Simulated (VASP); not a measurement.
KF, 2 atoms in the cell. It takes space group I4/mmm (No. 139, tetragonal). The conventional cell has a = 3.835 Å, b = 3.835 Å, c = 5.280 Å, α = 90.00°, β = 90.00°, γ = 90.00°. K (site symmetry 4/mmm) has 6 F at 2.64 to 2.71 Å within 3.5 Å. Within 3.5 Å of F (site symmetry 4/mmm) lie 6 K at 2.64 to 2.71 Å.  This cell differs from its parent crystal: film at in-plane strain +0.02.

| Property | Result |
| --- | --- |
| Program | VASP 6.6.1 |
| Task | single point |
| Functional | r2SCAN |
| Potentials or basis | VASP PAW PBE potentials, release 64 (K_sv, F) |
| Cutoff | 520 eV |
| k mesh | 8 × 8 × 8 |
| Occupations | gaussian, width 0.01 eV |
| Spin | no spin polarisation |
| Dipole correction | no |
| Further INCAR settings | ALGO = Normal; EDIFF = 1e-06; NBANDS = 15 |

Potentials or basis: VASP PAW PBE potentials, release 64 (K_sv, F).

The run is started by

```console
$ cat potpaw_PBE.64/K_sv/POTCAR potpaw_PBE.64/F/POTCAR > POTCAR
$ cp INCAR.step1 INCAR
$ mpirun -np 1 vasp_std > vasp.out
$ cp INCAR.step2 INCAR
$ mpirun -np 1 vasp_std > vasp.out
```

Hardware: 1 thread of Intel(R) Xeon(R) 6975P-C (Granite Rapids), with other jobs on the host.

How long does it take, and how much memory?

Run time: 70 s on 1 thread of Intel(R) Xeon(R) 6975P-C (Granite Rapids), on a shared host, peak memory 0.18 GiB. Counts: k points 59.
